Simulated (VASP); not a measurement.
# Al6N5 (a cell with a defect) in VASP: a series of runs

The runs below take Al6N5 (a cell with a defect) through single point, with PBEsol.

Everything below comes from runs of VASP 6.6.1. Logs are shortened: lines on timing, memory, paths and dates and some standing lists are left out, and cuts for length are marked.

## Step 1: The cell of the first run

The cell holds a defect, 11 atoms: a = 5.295 Å, b = 5.295 Å, c = 5.295 Å, α = 65.36°, β = 65.36°, γ = 65.36°.

## Step 2: Single point, PBEsol (atom 9 moved 0.250 of the way to it and +0.350 Å across, host rigid)

INCAR reads:

```
ALGO = Normal
EDIFF = 1E-6
ENCUT = 520
GGA = PS
ISIF = 2
ISMEAR = 0
LASPH = True
LCHARG = False
LREAL = False
LWAVE = False
NBANDS = 32
NELECT = 40.0
NELM = 80
PREC = Accurate
SIGMA = 0.05
```

KPOINTS reads:

```
k-points
0
Gamma
  6 6 6
```

POSCAR reads:

```
Al6N5
1.0
   -3.3014697842      0.0000000000      4.1398709024
    1.6507348921     -2.8591567030      4.1398709024
    1.6507348921      2.8591567030      4.1398709024
Al N
6 5
Direct
    0.2500000000      0.9166666667      0.5833333333
    0.5833333333      0.2500000000      0.9166666667
    0.9166666667      0.5833333333      0.2500000000
    0.7500000000      0.0833333333      0.4166666667
    0.0833333333      0.4166666667      0.7500000000
    0.4166666667      0.7500000000      0.0833333333
    0.4166666667      0.0833333333      0.7500000000
    0.7500000000      0.4166666667      0.0833333333
    1.0224480901      0.0990649497      0.5607565199
    0.2500000000      0.5833333333      0.9166666667
    0.5833333333      0.9166666667      0.2500000000
```

Potentials or basis: VASP PAW PBE potentials, release 64 (Al, N).

The run is started by

```console
$ cat potpaw_PBE.64/Al/POTCAR potpaw_PBE.64/N/POTCAR > POTCAR
$ mpirun -np 1 vasp_std > vasp.out
```

OUTCAR:

```text
EDIFF = 1E-6
   ENCUT = 520
   GGA = PS
   ISIF = 2
   ISMEAR = 0
   LASPH = True
   LREAL = False
   NELECT = 40.0
   NELM = 80
   PREC = Accurate

 ion  position               nearest neighbor table
   1  0.250  0.917  0.583-   9 1.21  11 1.91  10 1.91   7 2.07   4 2.81   4 2.81   5 2.81   6 2.81
                             5 2.81   6 2.81   2 3.30   3 3.30   2 3.30   3 3.30   2 3.30   3 3.30
   2  0.583  0.250  0.917-  10 1.91  11 1.91   7 2.07   8 2.07   9 2.38   6 2.81   6 2.81   4 2.81
                             5 2.81   5 2.81   4 2.81   3 3.30   1 3.30   1 3.30   3 3.30   1 3.30
   3  0.917  0.583  0.250-  10 1.91  11 1.91   8 2.07   9 2.38   5 2.81   5 2.81   4 2.81   6 2.81
                             6 2.81   4 2.81   2 3.30   1 3.30   1 3.30   1 3.30   2 3.30   2 3.30
   4  0.750  0.083  0.417-   7 1.91   8 1.91   9 1.93  11 2.07   1 2.81   1 2.81   3 2.81   2 2.81
                             3 2.81   2 2.81   5 3.30   6 3.30   6 3.30   5 3.30   6 3.30   5 3.30
   5  0.083  0.417  0.750-   8 1.91   7 1.91  10 2.07   9 2.46   3 2.81   3 2.81   1 2.81   2 2.81
                             2 2.81   1 2.81   6 3.30   4 3.30   4 3.30   6 3.30   6 3.30   4 3.30
   6  0.417  0.750  0.083-   8 1.91   7 1.91  10 2.07  11 2.07   2 2.81   2 2.81   3 2.81   1 2.81
                             3 2.81   1 2.81   5 3.30   4 3.30   4 3.30   4 3.30   5 3.30   5 3.30
   7  0.417  0.083  0.750-   4 1.91   6 1.91   5 1.91   2 2.07   1 2.07
   8  0.750  0.417  0.083-   5 1.91   6 1.91   4 1.91   3 2.07   2 2.07
   9  0.022  0.099  0.561-   1 1.21   4 1.93   3 2.38   2 2.38   5 2.46
  10  0.250  0.583  0.917-   2 1.91   3 1.91   1 1.91   5 2.07   6 2.07
  11  0.583  0.917  0.250-   1 1.91   2 1.91   3 1.91   4 2.07   6 2.07

 -----------------------------------------------------------------------------
|                                                                             |
|           W    W    AA    RRRRR   N    N  II  N    N   GGGG   !!!           |
|           W    W   A  A   R    R  NN   N  II  NN   N  G    G  !!!           |
|           W    W  A    A  R    R  N N  N  II  N N  N  G       !!!           |
|           W WW W  AAAAAA  RRRRR   N  N N  II  N  N N  G  GGG   !            |
|           WW  WW  A    A  R   R   N   NN  II  N   NN  G    G                |
|           W    W  A    A  R    R  N    N  II  N    N   GGGG   !!!           |
|                                                                             |
|     The distance between some ions is very small. Please check the          |
|     nearest-neighbor list in the OUTCAR file.                               |
|     I HOPE YOU KNOW WHAT YOU ARE DOING!                                     |
|                                                                             |
 -----------------------------------------------------------------------------

  LATTYP: Found a trigonal (rhomboedric) cell.
 ALAT       =     5.2951141465
 COS(alpha) =     0.4168835952

  Lattice vectors:

 A1 = (  -3.3014697842,   0.0000000000,   4.1398709024)
 A2 = (   1.6507348921,  -2.8591567030,   4.1398709024)
 A3 = (   1.6507348921,   2.8591567030,   4.1398709024)

Analysis of symmetry for initial positions (statically):
=====================================================================
 Subroutine PRICEL returns:
 Original cell was already a primitive cell.

 Routine SETGRP: Setting up the symmetry group for a
 trigonal (rhombohedral) supercell.

 Subroutine GETGRP returns: Found  1 space group operations
 (whereof  1 operations were pure point group operations)
 out of a pool of 12 trial point group operations.

The static configuration has the point symmetry C_1 .

Analysis of symmetry for dynamics (positions and initial velocities):
=====================================================================
 Subroutine PRICEL returns:
 Original cell was already a primitive cell.

 Routine SETGRP: Setting up the symmetry group for a
 trigonal (rhombohedral) supercell.

 Subroutine GETGRP returns: Found  1 space group operations
 (whereof  1 operations were pure point group operations)
 out of a pool of 12 trial point group operations.

The dynamic configuration has the point symmetry C_1 .

 Subroutine INISYM returns: Found  1 space group operations
 (whereof  1 operations are pure point group operations),
 and found     1 'primitive' translations

----------------------------------------------------------------------------------------

                                     Primitive cell

  volume of cell :     117.2339

[... 51 lines left out ...]
     0.036231873  0.036231873  0.036231873

  Shift w.r.t. Gamma in fractional coordinates (k-lattice)
     0.000000000  0.000000000  0.000000000

 Subroutine IBZKPT returns following result:
 ===========================================

 Found    112 irreducible k-points:

 Following reciprocal coordinates:
            Coordinates               Weight
  0.000000  0.000000  0.000000      1.000000
  0.166667 -0.000000 -0.000000      2.000000
 -0.000000  0.166667 -0.000000      2.000000
 -0.000000 -0.000000  0.166667      2.000000
  0.333333  0.000000  0.000000      2.000000
  0.000000  0.333333 -0.000000      2.000000
[... 16 lines left out ...]
 -0.166667  0.500000 -0.000000      2.000000
  0.166667 -0.000000  0.500000      2.000000
 [... further k-points ...]
   k-points           NKPTS =    112   k-points in BZ     NKDIM =    112   number of bands    NBANDS=     32
   number of dos      NEDOS =    301   number of ions     NIONS =     11
   total plane-waves  NPLWV =  64000
   dimension x,y,z NGX =    40 NGY =   40 NGZ =   40
   dimension x,y,z NGXF=    80 NGYF=   80 NGZF=   80
   ions per type =               6   5
   NGX,Y,Z   is equivalent  to a cutoff of  12.56, 12.56, 12.56 a.u.
   NGXF,Y,Z  is equivalent  to a cutoff of  25.12, 25.12, 25.12 a.u.
 SYSTEM =  unknown system
   PREC   = accura    normal or accurate (medium, high low for compatibility)
   ISTART =      0    job   : 0-new  1-cont  2-samecut
   ICHARG =      2    charge: 1-file 2-atom 10-const
   ISPIN  =      1    spin polarized calculation?
   LNONCOLLINEAR =      F non collinear calculations
   LSORBIT =      F    spin-orbit coupling
   LASPH  =      T    aspherical Exc in radial PAW
   ENCUT  =  520.0 eV  38.22 Ry    6.18 a.u.   9.85  9.85  9.85*2*pi/ulx,y,z
   NELM   =     80;   NELMIN=  2; NELMDL= -5     # of ELM steps
   EDIFF  = 0.1E-05   stopping-criterion for ELM
   LREAL  =      F    real-space projection
   EDIFFG = 0.1E-04   stopping-criterion for IOM
   NSW    =      0    number of steps for IOM
   IBRION =     -1    ionic relax: 0-MD 1-quasi-New 2-CG
   NFREE  =      0    steps in history (QN), initial steepest desc. (CG)
   ISIF   =      2    stress and relaxation
   ISYM   =      2    0-nonsym 1-usesym 2-fastsym
   POTIM  = 0.5000    time-step for ionic-motion
   TEBEG  =    0.0;   TEEND  =   0.0 temperature during run
   PSTRESS=    0.0 pullay stress
   NELECT =      40.0000    total number of electrons
   NUPDOWN=      -1.0000    fix difference up-down
   EMIN   =  10.00;   EMAX   =-10.00  energy-range for DOS
   EFERMI =   0.00;   METHOD = LEGACY
   ISMEAR =     0;   SIGMA  =   0.05  broadening in eV -4-tet -1-fermi 0-gaus
   EFERMI_NEDOS =   21; number of points for ismear=-14 and -15
   IALGO  =     38    algorithm
   IMIX   =      4    mixing-type and parameters
     AMIX     =   0.40;   BMIX     =  1.00
     AMIX_MAG =   1.60;   BMIX_MAG =  1.00
  volume/ion in A,a.u.               =      10.66        71.92
  Fermi-wavevector in a.u.,A,eV,Ry     =   1.143959  2.161769 17.805152  1.308642
  Thomas-Fermi vector in A             =   2.280652
   LORBIT       =      0    0 simple, 1 ext, 2 COOP (PROOUT), +10 PAW based schemes
   GGA     = PS    functional components
   LHFCALC =     F    Hartree Fock is set to
   AEXX    =    0.0000 exact exchange contribution
   IVDW    =     0    specifies the selected vdW correction
   LEPSILON=     F    determine dielectric tensor
   LRPA    =     F    only Hartree local field effects (RPA)
 non-spin polarized calculation
 Gauss-broadening in eV      SIGMA  =   0.05
  energy-cutoff  :      520.00
  volume of cell :      117.23
 maximum number of plane-waves:      3199
   NGX = 19   NGY = 19   NGZ = 19

 number of electron      40.0000001 magnetization

 Free energy of the ion-electron system (eV)
  ---------------------------------------------------
  ext. energy  EPLUGINS =         0.00000000
  ---------------------------------------------------
  free energy    TOTEN  =       -89.86881773 eV

  energy without entropy =      -89.86823031  energy(sigma->0) =      -89.86852402

 E-fermi :   6.5673     XC(G=0): -10.7327

 val. band max:        6.5411428236   @ k =   0.0000   0.0000   0.0000
 cond. band min:       6.6174076250   @ k =   0.3333   0.0000  -0.1667
 fundamental gap:      0.0762648014
 Fermi energy:         6.5673239056

 k-point     1 :       0.0000    0.0000    0.0000
  band No.  band energies     occupation
      1      -8.8346      2.00000
      2      -6.6772      2.00000
      3      -6.5744      2.00000
      4      -6.1860      2.00000
      5      -5.8875      2.00000
      6       0.9687      2.00000
[... 829 lines left out ...]
     31      15.5979      0.00000
     32      16.4960      0.00000

 [... further k-points ...]

------------------------ aborting loop because EDIFF is reached ----------------------------------------

  FORCE on cell =-STRESS in cart. coord.  units (eV):
  Direction    XX          YY          ZZ          XY          YZ          ZX
  --------------------------------------------------------------------------------------
  -------------------------------------------------------------------------------------
  Total       16.6106344    -16.2972617    -32.3171143    -28.1905398      6.2260733    -15.9981827
  in kB      227.0092026   -222.7264949   -441.6617796   -385.2659578     85.0886190   -218.6391332
  external PRESSURE =    -145.7930240 kB  Pullay stress =       0.0000000 kB

 VOLUME and BASIS-vectors are now :
 -----------------------------------------------------------------------------
  energy-cutoff  :      520.00
  volume of cell :      117.23
      direct lattice vectors                 reciprocal lattice vectors
    -3.301469784  0.000000000  4.139870902    -0.201930264  0.000000000  0.080517809
     1.650734892 -2.859156703  4.139870902     0.100965132 -0.174876739  0.080517809
     1.650734892  2.859156703  4.139870902     0.100965132  0.174876739  0.080517809

 POSITION                                       TOTAL-FORCE (eV/Angst)
 -----------------------------------------------------------------------------------
      1.65073     -0.95305      7.24477       -48.127001     27.860782     15.690650
      0.00000      1.90610      7.24477        -0.531777      0.595632     -0.335600
     -1.65073     -0.95305      7.24477        -0.846900      0.071105     -3.228355
     -1.65073      0.95305      5.17484         1.328211     -0.445520     -0.187020
      1.65073      0.95305      5.17484        -0.329479      2.542999      1.011305
     -0.00000     -1.90610      5.17484        -1.969409     -1.240770     -0.011246
     -0.00000      1.90610      5.17484         0.354197     -0.492757      0.980478
     -1.65073     -0.95305      5.17484        -0.345514     -0.332083     -0.692695
      1.01508      1.32005      2.82451        51.472158    -30.184833    -13.549343
      1.65073      0.95305      7.24477        -0.098353      0.216832      0.193743
      0.00000     -1.90610      7.24477        -0.906133      1.408615      0.128083
 -----------------------------------------------------------------------------------
    total drift:                                0.000346     -0.000628      0.000245

  FREE ENERGIE OF THE ION-ELECTRON SYSTEM (eV)
  ---------------------------------------------------
  free  energy   TOTEN  =       -89.8688177322 eV

  energy  without entropy=      -89.8682303063  energy(sigma->0) =      -89.86852402
```

Wall time 4.9 min (1 thread of Intel Xeon Platinum 8559C (Emerald Rapids), shared host); peak memory 0.44 GiB.

What came out:

- Free energy: -89.8688 eV
- Largest force: 61.189 eV/Å

Forces in eV/Å, atoms in the order of the input:
```
Al  -48.127  27.861  15.691
Al   -0.532   0.596  -0.336
Al   -0.847   0.071  -3.228
Al    1.328  -0.446  -0.187
Al   -0.329   2.543   1.011
Al   -1.969  -1.241  -0.011
N     0.354  -0.493   0.980
N    -0.346  -0.332  -0.693
N    51.472 -30.185 -13.549
N    -0.098   0.217   0.194
N    -0.906   1.409   0.128
```

Levels at points of the mesh, in eV from the Fermi level:
| k point | band 16 | band 17 | band 18 | band 19 | band 20 | band 21 | band 22 | band 23 | band 24 | band 25 |
| --- | --- | --- | --- | --- | --- | --- | --- | --- | --- | --- |
| (0.00, 0.00, 0.00) | -1.83 | -1.21 | -0.61 | -0.39 | -0.03 | 0.21 | 3.28 | 4.23 | 4.64 | 6.21 |
| (0.50, 0.00, 0.00) | -1.88 | -1.52 | -1.23 | -0.86 | -0.17 | 0.19 | 2.99 | 4.02 | 4.90 | 6.13 |
| (0.00, 0.50, 0.00) | -1.88 | -1.54 | -0.99 | -0.59 | -0.41 | 0.25 | 2.79 | 3.64 | 5.08 | 5.64 |
| (0.00, 0.00, 0.50) | -1.70 | -1.26 | -0.86 | -0.46 | -0.31 | 0.15 | 2.96 | 4.38 | 5.10 | 5.30 |
| (0.50, 0.50, 0.00) | -1.99 | -1.68 | -1.44 | -0.80 | -0.33 | 0.38 | 2.76 | 4.13 | 5.17 | 5.34 |
| (0.50, 0.00, 0.50) | -1.66 | -1.43 | -1.29 | -0.80 | -0.25 | 0.05 | 3.62 | 3.84 | 5.07 | 5.52 |
| (0.00, 0.50, 0.50) | -2.03 | -1.48 | -1.17 | -0.47 | -0.17 | 0.50 | 2.82 | 4.23 | 4.38 | 5.05 |
| (0.50, 0.50, 0.50) | -1.74 | -1.71 | -1.52 | -1.06 | -0.90 | 0.88 | 3.11 | 3.80 | 4.32 | 6.09 |

Caveat: the cell carries a net charge on a neutralising background, which shifts energy and pressure; the cell differs from its parent crystal (atom 9 moved 0.250 of the way to it and +0.350 Å across, host rigid); the cell is charged against a uniform background, so pressure and absolute levels hang on convention; the PAW data sets were made with another functional, which shifts forces and pressure a little.

## Step 3: Single point, PBEsol (atom 9 moved 0.125 of the way to it and +0.525 Å across, host rigid)

INCAR reads:

```
PREC     = Accurate       # precision mode
ENCUT    = 520            # plane-wave cutoff, eV
EDIFF    = 1E-6           # SCF threshold, eV
ISMEAR   = 0              # smearing method
SIGMA    = 0.05           # smearing width, eV
LREAL    = F              # projectors in reciprocal space
LASPH    = T              # aspherical terms in the spheres
NELM     = 100            # most SCF steps
ALGO     = Normal         # electronic algorithm
ISIF     = 2              # what is computed and relaxed
LWAVE    = F              # write WAVECAR
LCHARG   = T              # write CHGCAR
GGA      = PS             # functional
LELF     = T              # ELF
LVHAR    = T            
NELECT   = 40.0         
NBANDS   = 32             # bands
```

KPOINTS reads:

```
regular mesh
0
Gamma
  6 6 6
```

POSCAR: that of step 2 with these lines changed.

```diff
@@ -16,3 +16,3 @@
     0.7500000000      0.4166666667      0.0833333333
-    1.0224480901      0.0990649497      0.5607565199
+    1.0336721351      0.1485974245      0.5911347798
     0.2500000000      0.5833333333      0.9166666667
```

Potentials or basis: VASP PAW PBE potentials, release 64 (Al, N).

The run is started by

```console
$ cat potpaw_PBE.64/Al/POTCAR potpaw_PBE.64/N/POTCAR > POTCAR
$ mpirun -np 1 vasp_std > vasp.out
```

Run time: 4.9 min. Hardware: 1 thread of Intel Xeon Platinum 8559C (Emerald Rapids), shared host; peak memory 0.43 GiB.

It converged, with:

```yaml
Free_energy: -93.7560 eV
Largest_force: 44.705 eV/Å
```

Forces in eV/Å, atoms in the order of the input:
```
Al  -34.747  20.132  -0.658
Al   -0.639   0.431   0.377
Al   -0.808   0.226  -2.698
Al    1.139  -0.657  -0.287
Al   -0.160   2.350   0.454
Al   -1.863  -0.967  -0.078
N    -0.679  -0.115   1.960
N    -0.098   0.305  -0.013
N    38.412 -22.852   0.898
N     0.023  -0.123   0.067
N    -0.580   1.271  -0.021
```

Levels at points of the mesh, in eV from the Fermi level:
| k point | band 17 | band 18 | band 19 | band 20 | band 21 | band 22 | band 23 | band 24 |
| --- | --- | --- | --- | --- | --- | --- | --- | --- |
| (0.00, 0.00, 0.00) | -1.49 | -0.57 | -0.32 | -0.07 | 0.36 | 3.60 | 4.20 | 4.34 |
| (0.50, 0.00, 0.00) | -1.67 | -1.24 | -0.83 | -0.25 | 0.36 | 3.14 | 4.08 | 5.05 |
| (0.00, 0.50, 0.00) | -1.56 | -1.27 | -0.68 | -0.06 | 0.08 | 3.20 | 3.55 | 4.94 |
| (0.00, 0.00, 0.50) | -1.30 | -0.97 | -0.31 | -0.25 | 0.21 | 3.06 | 4.42 | 4.76 |
| (0.50, 0.50, 0.00) | -1.72 | -1.57 | -0.80 | -0.32 | 0.22 | 3.28 | 4.02 | 5.05 |
| (0.50, 0.00, 0.50) | -1.60 | -1.35 | -0.85 | -0.21 | 0.22 | 3.53 | 3.76 | 4.69 |
| (0.00, 0.50, 0.50) | -1.54 | -1.33 | -0.49 | -0.17 | 0.36 | 3.48 | 3.91 | 4.37 |
| (0.50, 0.50, 0.50) | -1.74 | -1.49 | -1.31 | -1.21 | 0.92 | 3.40 | 3.84 | 4.08 |

Caveat: the cell carries a net charge on a neutralising background, which shifts energy and pressure; the cell differs from its parent crystal (atom 9 moved 0.125 of the way to it and +0.525 Å across, host rigid); the cell is charged against a uniform background, so pressure and absolute levels hang on convention; the PAW data sets were made with another functional, which shifts forces and pressure a little.

[end of part 1 of 2]
